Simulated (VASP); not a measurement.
# BaZrO3 (Pm-3m) in VASP: further runs

Runs on BaZrO3. Level: r2SCAN. Tasks: single point.

Program: VASP 6.6.1. These are calculated values, not measurements. Logs are shortened: lines on timing, memory, paths and dates and some standing lists are left out, and cuts for length are marked.

### 1 The cell of the first run

It takes space group Pm-3m (No. 221, cubic). Conventional cell: a = 4.030 Å, b = 4.030 Å, c = 4.030 Å, α = 90.00°, β = 90.00°, γ = 90.00°. Ba (site symmetry m-3m) has 12 O at 2.85 Å and 8 Zr at 3.49 Å within 3.8 Å. Zr (site symmetry m-3m) has 6 O at 2.01 Å within 2.7 Å. O (site symmetry 4/mmm) has 2 Zr at 2.01 Å within 2.7 Å.

### 2 Single point, r2SCAN (volume scaled by 0.88)

Contents of POSCAR:

```
BaZrO3
1.0
    4.0297527164      0.0000000000      0.0000000000
    0.0000000000      4.0297527164      0.0000000000
    0.0000000000      0.0000000000      4.0297527164
Ba Zr O
1 1 3
Direct
    0.0000000000      0.0000000000      0.0000000000
    0.5000000000      0.5000000000      0.5000000000
    0.0000000000      0.5000000000      0.5000000000
    0.5000000000      0.0000000000      0.5000000000
    0.5000000000      0.5000000000      0.0000000000
```

Contents of INCAR.step1:

```
SYSTEM = BaZrO3
ALGO = Normal
EDIFF = 1E-4
ENCUT = 520
GGA = PE
ISMEAR = 0
LASPH = .TRUE.
LCHARG = .FALSE.
LREAL = .FALSE.
LWAVE = .TRUE.
NBANDS = 28
NELM = 80
PREC = Accurate
SIGMA = 0.02
```

Contents of INCAR.step2:

```
SYSTEM = BaZrO3
ALGO = Normal
EDIFF = 1E-6
ENCUT = 520
ISIF = 2
ISMEAR = 0
ISTART = 1
LASPH = .TRUE.
LCHARG = .FALSE.
LMIXTAU = .TRUE.
LREAL = .FALSE.
LWAVE = .FALSE.
METAGGA = R2SCAN
NBANDS = 28
NELM = 80
PREC = Accurate
SIGMA = 0.02
```

Contents of KPOINTS:

```
k-points
0
G
  6 6 6
  0 0 0
```

Potentials or basis: VASP PAW PBE potentials, release 64 (Ba_sv, Zr_sv, O).

Started as:

```sh
$ cat potpaw_PBE.64/Ba_sv/POTCAR potpaw_PBE.64/Zr_sv/POTCAR potpaw_PBE.64/O/POTCAR > POTCAR
$ cp INCAR.step1 INCAR
$ mpirun -np 1 vasp_std > vasp.out
$ cp INCAR.step2 INCAR
$ mpirun -np 1 vasp_std > vasp.out
```

OUTCAR:

```text
SYSTEM = BaZrO3
   EDIFF = 1E-6
   ENCUT = 520
   ISIF = 2
   ISMEAR = 0
   ISTART = 1
   LASPH = .TRUE.
   LREAL = .FALSE.
   METAGGA = R2SCAN
   NELM = 80
   PREC = Accurate

 ion  position               nearest neighbor table
   1  0.000  0.000  0.000-   3 2.85   4 2.85   5 2.85   3 2.85   4 2.85   3 2.85   5 2.85   3 2.85
                             4 2.85   5 2.85   4 2.85   5 2.85   2 3.49   2 3.49   2 3.49   2 3.49
   2  0.500  0.500  0.500-   3 2.01   4 2.01   5 2.01   5 2.01   4 2.01   3 2.01   1 3.49   1 3.49
                             1 3.49   1 3.49   1 3.49   1 3.49   1 3.49   1 3.49
   3  0.000  0.500  0.500-   2 2.01   2 2.01   1 2.85   1 2.85   1 2.85   1 2.85
   4  0.500  0.000  0.500-   2 2.01   2 2.01   1 2.85   1 2.85   1 2.85   1 2.85
   5  0.500  0.500  0.000-   2 2.01   2 2.01   1 2.85   1 2.85   1 2.85   1 2.85

  LATTYP: Found a simple cubic cell.
 ALAT       =     4.0297527164

  Lattice vectors:

 A1 = (   4.0297527164,   0.0000000000,   0.0000000000)
 A2 = (   0.0000000000,   4.0297527164,   0.0000000000)
 A3 = (   0.0000000000,   0.0000000000,   4.0297527164)

Analysis of symmetry for initial positions (statically):
=====================================================================
 Subroutine PRICEL returns:
 Original cell was already a primitive cell.

 Routine SETGRP: Setting up the symmetry group for a
 simple cubic supercell.

 Subroutine GETGRP returns: Found 48 space group operations
 (whereof 48 operations were pure point group operations)
 out of a pool of 48 trial point group operations.

The static configuration has the point symmetry O_h .

Analysis of symmetry for dynamics (positions and initial velocities):
=====================================================================
 Subroutine PRICEL returns:
 Original cell was already a primitive cell.

 Routine SETGRP: Setting up the symmetry group for a
 simple cubic supercell.

 Subroutine GETGRP returns: Found 48 space group operations
 (whereof 48 operations were pure point group operations)
 out of a pool of 48 trial point group operations.

The dynamic configuration has the point symmetry O_h .

 Subroutine INISYM returns: Found 48 space group operations
 (whereof 48 operations are pure point group operations),
 and found     1 'primitive' translations

----------------------------------------------------------------------------------------

                                     Primitive cell

  volume of cell :      65.4388

  direct lattice vectors                    reciprocal lattice vectors
     4.029752716  0.000000000  0.000000000     0.248154185  0.000000000  0.000000000
     0.000000000  4.029752716  0.000000000     0.000000000  0.248154185  0.000000000
     0.000000000  0.000000000  4.029752716     0.000000000  0.000000000  0.248154185

  length of vectors
     4.029752716  4.029752716  4.029752716     0.248154185  0.248154185  0.248154185

  position of ions in fractional coordinates (direct lattice)
     0.000000000  0.000000000  0.000000000
     0.500000000  0.500000000  0.500000000
     0.000000000  0.500000000  0.500000000
     0.500000000  0.000000000  0.500000000
     0.500000000  0.500000000  0.000000000

  ion indices of the primitive-cell ions
   primitive index   ion index
                 1           1
                 2           2
                 3           3
                 4           4
                 5           5

----------------------------------------------------------------------------------------

 KPOINTS: k-points

Automatic generation of k-mesh.
 Grid dimensions read from file:
 generate k-points for:    6    6    6

 Generating k-lattice:

  Cartesian coordinates                     Fractional coordinates (reciprocal lattice)
     0.041359031  0.000000000  0.000000000     0.166666667  0.000000000  0.000000000
     0.000000000  0.041359031  0.000000000     0.000000000  0.166666667  0.000000000
     0.000000000  0.000000000  0.041359031     0.000000000  0.000000000  0.166666667

  Length of vectors
     0.041359031  0.041359031  0.041359031

  Shift w.r.t. Gamma in fractional coordinates (k-lattice)
     0.000000000  0.000000000  0.000000000

 Subroutine IBZKPT returns following result:
 ===========================================

 Found     20 irreducible k-points:

 Following reciprocal coordinates:
            Coordinates               Weight
  0.000000  0.000000  0.000000      1.000000
  0.166667  0.000000  0.000000      6.000000
  0.333333  0.000000  0.000000      6.000000
  0.500000  0.000000  0.000000      3.000000
  0.166667  0.166667  0.000000     12.000000
  0.333333  0.166667  0.000000     24.000000
[... 12 lines left out ...]
  0.500000  0.500000  0.333333      6.000000
  0.500000  0.500000  0.500000      1.000000
   k-points           NKPTS =     20   k-points in BZ     NKDIM =     20   number of bands    NBANDS=     28
   number of dos      NEDOS =    301   number of ions     NIONS =      5
[... 66 lines left out ...]

 val. band max:        4.3700231945   @ k =   0.5000   0.5000   0.5000
 cond. band min:       8.3373536690   @ k =   0.0000   0.0000   0.0000
 fundamental gap:      3.9673304745
 Fermi energy:         4.4523375751

 k-point     1 :       0.0000    0.0000    0.0000
  band No.  band energies     occupation
      1     -43.3665      2.00000
      2     -21.2979      2.00000
      3     -21.0031      2.00000
      4     -21.0031      2.00000
      5     -21.0031      2.00000
      6     -13.1350      2.00000
[... 20 lines left out ...]
     27      13.7138      0.00000
     28      13.7138      0.00000

 k-point     2 :       0.1667    0.0000    0.0000
  band No.  band energies     occupation
      1     -43.3646      2.00000
      2     -21.4140      2.00000
      3     -20.9997      2.00000
      4     -20.9997      2.00000
      5     -20.9875      2.00000
      6     -13.2099      2.00000
[... 20 lines left out ...]
     27      13.7194      0.00000
     28      13.9138      0.00000

 k-point     3 :       0.3333    0.0000    0.0000
  band No.  band energies     occupation
      1     -43.3608      2.00000
      2     -21.6400      2.00000
      3     -20.9930      2.00000
      4     -20.9929      2.00000
      5     -20.9418      2.00000
      6     -13.4061      2.00000
[... 20 lines left out ...]
     27      13.7280      0.00000
     28      14.4446      0.00000

 k-point     4 :       0.5000    0.0000    0.0000
  band No.  band energies     occupation
      1     -43.3589      2.00000
      2     -21.7469      2.00000
      3     -20.9895      2.00000
      4     -20.9895      2.00000
      5     -20.9162      2.00000
      6     -13.5028      2.00000
[... 20 lines left out ...]
     27      13.7295      0.00000
     28      14.3993      0.00000

 k-point     5 :       0.1667    0.1667    0.0000
  band No.  band energies     occupation
      1     -43.3627      2.00000
      2     -21.4406      2.00000
      3     -21.1358      2.00000
      4     -20.9964      2.00000
      5     -20.9290      2.00000
      6     -13.1783      2.00000
[... 20 lines left out ...]
     27      13.8701      0.00000
     28      14.2345      0.00000

 k-point     6 :       0.3333    0.1667    0.0000
  band No.  band energies     occupation
      1     -43.3589      2.00000
      2     -21.5985      2.00000
      3     -21.1598      2.00000
      4     -20.9898      2.00000
      5     -20.9344      2.00000
      6     -13.2703      2.00000
[... 339 lines left out ...]
      5     -21.0351      2.00000
      6     -12.0811      2.00000
[... 20 lines left out ...]
     27      13.9969      0.00000
     28      13.9969      0.00000

 k-point    18 :       0.5000    0.3333    0.3333
  band No.  band energies     occupation
      1     -43.3477      2.00000
      2     -21.5057      2.00000
      3     -21.3672      2.00000
      4     -21.3622      2.00000
      5     -21.0628      2.00000
      6     -12.0264      2.00000
[... 20 lines left out ...]
     27      14.0119      0.00000
     28      14.7389      0.00000

 k-point    19 :       0.5000    0.5000    0.3333
  band No.  band energies     occupation
      1     -43.3458      2.00000
      2     -21.4795      2.00000
      3     -21.4795      2.00000
      4     -21.3601      2.00000
      5     -21.0700      2.00000
      6     -11.9215      2.00000
[... 20 lines left out ...]
     27      14.2985      0.00000
     28      15.0856      0.00000

 k-point    20 :       0.5000    0.5000    0.5000
  band No.  band energies     occupation
      1     -43.3439      2.00000
      2     -21.4744      2.00000
      3     -21.4744      2.00000
      4     -21.4744      2.00000
      5     -21.0541      2.00000
      6     -11.4739      2.00000
[... 20 lines left out ...]
     27      14.9297      0.00000
     28      14.9297      0.00000

------------------------ aborting loop because EDIFF is reached ----------------------------------------

  FORCE on cell =-STRESS in cart. coord.  units (eV):
  Direction    XX          YY          ZZ          XY          YZ          ZX
  --------------------------------------------------------------------------------------
  -------------------------------------------------------------------------------------
  Total       11.9685679     11.9685679     11.9685679     -0.0000000     -0.0000000      0.0000000
  in kB      293.0337090    293.0337090    293.0337090     -0.0000000     -0.0000000      0.0000000
  external PRESSURE =     293.0337090 kB  Pullay stress =       0.0000000 kB

 VOLUME and BASIS-vectors are now :
 -----------------------------------------------------------------------------
  energy-cutoff  :      520.00
  volume of cell :       65.44
      direct lattice vectors                 reciprocal lattice vectors
     4.029752716  0.000000000  0.000000000     0.248154185  0.000000000  0.000000000
     0.000000000  4.029752716  0.000000000     0.000000000  0.248154185  0.000000000
     0.000000000  0.000000000  4.029752716     0.000000000  0.000000000  0.248154185

 POSITION                                       TOTAL-FORCE (eV/Angst)
 -----------------------------------------------------------------------------------
      0.00000      0.00000      0.00000         0.000000      0.000000      0.000000
      2.01488      2.01488      2.01488         0.000000      0.000000      0.000000
      0.00000      2.01488      2.01488         0.000000      0.000000      0.000000
      2.01488      0.00000      2.01488         0.000000      0.000000      0.000000
      2.01488      2.01488      0.00000         0.000000      0.000000      0.000000
 -----------------------------------------------------------------------------------
    total drift:                                0.000000      0.000000     -0.000000

  FREE ENERGIE OF THE ION-ELECTRON SYSTEM (eV)
  ---------------------------------------------------
  free  energy   TOTEN  =       -84.3359831147 eV

  energy  without entropy=      -84.3359831147  energy(sigma->0) =      -84.33598311
```

It took 1.9 min on 1 thread of Intel Xeon 6975P-C, shared host; peak memory 0.19 GiB.

Results:

* Free energy: -84.3360 eV
* Pressure: 29.3 GPa
* Band gap on the k mesh: 3.97 eV, indirect (least direct gap 4.03 eV)

Caveat: the PAW data sets were made with another functional, which shifts forces and pressure a little; spin-orbit coupling is left out, which moves the levels of the heavy elements.

### 3 Single point, r2SCAN (volume scaled by 0.91)

POSCAR: that of step 2 with these lines changed.

```diff
@@ -2,5 +2,5 @@
 1.0
-    4.0297527164      0.0000000000      0.0000000000
-    0.0000000000      4.0297527164      0.0000000000
-    0.0000000000      0.0000000000      4.0297527164
+    4.0750346269      0.0000000000      0.0000000000
+    0.0000000000      4.0750346269      0.0000000000
+    0.0000000000      0.0000000000      4.0750346269
 Ba Zr O
```

INCAR.step1: that of step 2 with these lines changed.

```diff
@@ -11,3 +11,3 @@
 NBANDS = 28
-NELM = 80
+NELM = 100
 PREC = Accurate
```

INCAR.step2: that of step 2 with these lines changed.

```diff
@@ -14,3 +14,3 @@
 NBANDS = 28
-NELM = 80
+NELM = 100
 PREC = Accurate
```

KPOINTS is that of step 2.

Potentials or basis: VASP PAW PBE potentials, release 64 (Ba_sv, Zr_sv, O).

Started as:

```sh
$ cat potpaw_PBE.64/Ba_sv/POTCAR potpaw_PBE.64/Zr_sv/POTCAR potpaw_PBE.64/O/POTCAR > POTCAR
$ cp INCAR.step1 INCAR
$ mpirun -np 1 vasp_std > vasp.out
$ cp INCAR.step2 INCAR
$ mpirun -np 1 vasp_std > vasp.out
```

Wall time 1.7 min (1 thread of Intel Xeon 6975P-C, shared host); peak memory 0.2 GiB.

It converged, with:

```yaml
Free_energy: -84.6831 eV
Pressure: 20.4 GPa
Band_gap_on_the_k_mesh: 3.90 eV, indirect (least direct gap 4.02 eV)
```

Levels at points of the mesh, in eV from the valence-band top:
| k point | band 16 | band 17 | band 18 | band 19 | band 20 | band 21 | band 22 | band 23 | band 24 | band 25 |
| --- | --- | --- | --- | --- | --- | --- | --- | --- | --- | --- |
| (0.00, 0.00, 0.00) | -1.14 | -1.14 | -0.12 | -0.12 | -0.12 | 3.90 | 3.90 | 3.90 | 5.28 | 5.28 |
| (0.50, 0.00, 0.00) | -1.86 | -1.84 | -1.84 | -0.32 | -0.32 | 4.43 | 6.83 | 6.83 | 7.31 | 7.76 |
| (0.50, 0.50, 0.00) | -2.67 | -0.92 | -0.92 | -0.57 | -0.09 | 6.78 | 6.78 | 7.49 | 7.68 | 8.99 |
| (0.50, 0.50, 0.50) | -2.58 | -2.58 | 0.00 | 0.00 | 0.00 | 6.98 | 6.98 | 6.98 | 8.34 | 8.34 |

Caveat: the PAW data sets were made with another functional, which shifts forces and pressure a little; spin-orbit coupling is left out, which moves the levels of the heavy elements. A k mesh can miss the band edges.

### 4 Single point, r2SCAN (volume scaled by 0.94)

POSCAR: that of step 3 with these lines changed.

```diff
@@ -2,5 +2,5 @@
 1.0
-    4.0750346269      0.0000000000      0.0000000000
-    0.0000000000      4.0750346269      0.0000000000
-    0.0000000000      0.0000000000      4.0750346269
+    4.1193319520      0.0000000000      0.0000000000
+    0.0000000000      4.1193319520      0.0000000000
+    0.0000000000      0.0000000000      4.1193319520
 Ba Zr O
```

Contents of INCAR.step1:

```
SYSTEM = BaZrO3
PREC     = Accurate       ! precision mode
ENCUT    = 520            ! plane-wave cutoff, eV
ISMEAR   = 0              ! smearing method
SIGMA    = 0.02           ! smearing width, eV
LREAL    = .False.        ! projectors in reciprocal space
LASPH    = .True.         ! aspherical terms in the spheres
NELM     = 60             ! most SCF steps
NBANDS   = 28             ! bands
GGA      = PE             ! functional
ALGO     = Normal         ! electronic algorithm
EDIFF    = 1E-4           ! SCF threshold, eV
LWAVE    = .True.         ! write WAVECAR
LCHARG   = .False.        ! write CHGCAR
```

Contents of INCAR.step2:

```
SYSTEM = BaZrO3
PREC     = Accurate       ! precision mode
ENCUT    = 520            ! plane-wave cutoff, eV
EDIFF    = 1E-6           ! SCF threshold, eV
ISMEAR   = 0              ! smearing method
SIGMA    = 0.02           ! smearing width, eV
LREAL    = .False.        ! projectors in reciprocal space
LASPH    = .True.         ! aspherical terms in the spheres
NELM     = 60             ! most SCF steps
ALGO     = Normal         ! electronic algorithm
ISIF     = 2              ! what is computed and relaxed
LWAVE    = .False.        ! write WAVECAR
LCHARG   = .False.        ! write CHGCAR
METAGGA  = R2SCAN         ! meta-GGA
LMIXTAU  = .True.       
NBANDS   = 28             ! bands
ISTART   = 1
```

Contents of KPOINTS:

```
regular mesh
0
Gamma
  6 6 6
  0 0 0
```

Started as:

```sh
$ cat potpaw_PBE.64/Ba_sv/POTCAR potpaw_PBE.64/Zr_sv/POTCAR potpaw_PBE.64/O/POTCAR > POTCAR
$ cp INCAR.step1 INCAR
$ mpirun -np 1 vasp_std > vasp.out
$ cp INCAR.step2 INCAR
$ mpirun -np 1 vasp_std > vasp.out
```

Wall time 77 s (1 thread of Intel Xeon 6975P-C, shared host); peak memory 0.21 GiB.

The run converged. Its results:

| Quantity | Value |
| --- | --- |
| Free energy | -84.9161 eV |
| Pressure | 12.9 GPa |
| Band gap on the k mesh | 3.83 eV, indirect (least direct gap 4.00 eV) |

Levels at points of the mesh, in eV from the valence-band top:
```
           k point  band 18  band 19  band 20  band 21  band 22  band 23
(0.00, 0.00, 0.00)    -0.18    -0.18    -0.18     3.83     3.83     3.83
(0.50, 0.00, 0.00)    -1.80    -0.39    -0.39     4.32     6.59     6.59
(0.50, 0.50, 0.00)    -0.93    -0.68    -0.08     6.55     6.55     7.30
(0.50, 0.50, 0.50)     0.00     0.00     0.00     6.84     6.84     6.84
```

Caveat: the PAW data sets were made with another functional, which shifts forces and pressure a little; spin-orbit coupling is left out, which moves the levels of the heavy elements.

### 5 Single point, r2SCAN (volume scaled by 0.97)

POSCAR: that of step 4 with these lines changed.

```diff
@@ -2,5 +2,5 @@
 1.0
-    4.1193319520      0.0000000000      0.0000000000
-    0.0000000000      4.1193319520      0.0000000000
-    0.0000000000      0.0000000000      4.1193319520
+    4.1626965277      0.0000000000      0.0000000000
+    0.0000000000      4.1626965277      0.0000000000
+    0.0000000000      0.0000000000      4.1626965277
 Ba Zr O
```

Contents of INCAR.step1:

```
SYSTEM = BaZrO3
PREC = Accurate ; ENCUT = 520
ISMEAR = 0 ; SIGMA = 0.02
LREAL = .FALSE. ; LASPH = .TRUE.
NELM = 60 ; NBANDS = 28
GGA = PE ; ALGO = Normal
EDIFF = 1E-4 ; LWAVE = .TRUE.
LCHARG = .FALSE.
```

Contents of INCAR.step2:

```
SYSTEM = BaZrO3
PREC = Accurate ; ENCUT = 520
EDIFF = 1E-6 ; ISMEAR = 0
SIGMA = 0.02 ; LREAL = .FALSE.
LASPH = .TRUE. ; NELM = 60
ALGO = Normal ; ISIF = 2
LWAVE = .FALSE. ; LCHARG = .FALSE.
METAGGA = R2SCAN ; LMIXTAU = .TRUE.
NBANDS = 28 ; ISTART = 1
```

Contents of KPOINTS:

```
Automatic mesh
0
G
  6 6 6
  0 0 0
```

Started as:

```sh
$ cat potpaw_PBE.64/Ba_sv/POTCAR potpaw_PBE.64/Zr_sv/POTCAR potpaw_PBE.64/O/POTCAR > POTCAR
$ cp INCAR.step1 INCAR
$ mpirun -np 1 vasp_std > vasp.out
$ cp INCAR.step2 INCAR
$ mpirun -np 1 vasp_std > vasp.out
```

Wall time 74 s (1 thread of Intel Xeon 6975P-C, shared host); peak memory 0.21 GiB.

It converged, with:

| Property | Result |
| --- | --- |
| Free energy | -85.0522 eV |
| Pressure | 6.5 GPa |
| Band gap on the k mesh | 3.75 eV, indirect (least direct gap 3.97 eV) |

Levels at points of the mesh, in eV from the valence-band top:
```csv
k point,band 18,band 19,band 20,band 21,band 22,band 23
"(0.00, 0.00, 0.00)",-0.22,-0.22,-0.22,3.75,3.75,3.75
"(0.50, 0.00, 0.00)",-1.74,-0.45,-0.45,4.21,6.37,6.37
"(0.50, 0.50, 0.00)",-0.94,-0.77,-0.08,6.34,6.34,7.12
"(0.50, 0.50, 0.50)",0.00,0.00,0.00,6.71,6.71,6.71
```

Caveat: the PAW data sets were made with another functional, which shifts forces and pressure a little; spin-orbit coupling is left out, which moves the levels of the heavy elements.

### 6 Overview

```tsv
cell	gap on the mesh (eV)	pressure (GPa)
a = 4.030 Å, 5 atoms	3.97	29.3
a = 4.075 Å, 5 atoms	3.90	20.4
a = 4.119 Å, 5 atoms	3.83	12.9
a = 4.163 Å, 5 atoms	3.75	6.5
```

Alike in all rows: task single point; level r2SCAN; potentials or basis VASP PAW PBE potentials, release 64 (Ba_sv, Zr_sv, O); no spin polarisation; k mesh 6 × 6 × 6; cutoff (eV) 520; smearing gaussian 0.02 eV.

Caveats: the PAW data sets were made with another functional, which shifts forces and pressure a little; spin-orbit coupling is left out, which moves the levels of the heavy elements.

Total energies depend on the potentials used, so only differences within one code and one set of settings carry meaning.
